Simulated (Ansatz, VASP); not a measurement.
One calculation of BP, two programs

INCAR

```
SYSTEM = BP
PREC = Accurate
ENCUT = 520
EDIFF = 1E-7
ISMEAR = 0
SIGMA = 0.01
LREAL = .FALSE.
LASPH = .TRUE.
NELM = 100
ALGO = Normal
ISIF = 2
LWAVE = .FALSE.
LCHARG = .FALSE.
NBANDS = 11
```

Contents of KPOINTS:

```
Automatic mesh
0
G
  8 8 8
  0 0 0
```

POSCAR

```
BP
1.0
    0.0000000000      2.2453831324      2.2453831324
    2.2453831324      0.0000000000      2.2453831324
    2.2453831324      2.2453831324      0.0000000000
B P
1 1
Direct
    0.0000000000      0.0000000000      0.0000000000
    0.7500000000      0.7500000000      0.7500000000
```

Input for Ansatz:

```yaml
crystal:
  lattice:
    - [0.0, 2.24538313239, 2.24538313239]
    - [2.24538313239, 0.0, 2.24538313239]
    - [2.24538313239, 2.24538313239, 0.0]
  atoms:
    - { symbol: B, position: [0.0, 0.0, 0.0] }
    - { symbol: P, position: [0.75, 0.75, 0.75] }
kpoints:
  mp_grid: { grid: [8, 8, 8] }
scf:
  occupations: { method: fixed }
hamiltonian:
  xc: lda
  pseudopotentials: { kind: all_electron, lapw: { basis_error: 0.001 } }
output:
  forces: true
  stress: true
  eigenvalues: true
  eigenstates:
    nscf_kmesh: { grid: [16, 16, 16] }
    de_dk: true
    e_range: [-9, 11.14502326823]
  optics:
    e_range: [0, 25]
    de: 0.2
    sigma: 0.25
    bands: { spectra_wanted_up_to: 25 }
    nscf_kmesh: { grid: [16, 16, 16] }
checkpoint:
  write: ck
  write_wavefunctions: false
```

Alike in both runs: task single point; functional LDA; k mesh 8 × 8 × 8; no spin polarisation.

```csv
,VASP,Ansatz
version,VASP 6.6.1,Ansatz 0.2.0
potentials or method,"VASP PAW LDA potentials, release 64 (B, P), cutoff 520 eV","all-electron LAPW, scalar-relativistic"
occupations,"gaussian, width 0.01 eV",fixed
```

```csv
,VASP,Ansatz,Ansatz less VASP
gap on the k mesh at the Fermi level (eV),1.18,1.19,+0.001
pressure (GPa),-0.1,0.0,+0.10
```

LDA's correlation is that of Perdew and Zunger in VASP and of Perdew and Wang (1992) in Ansatz. Ansatz ran all-electron here, and VASP with PAW potentials.
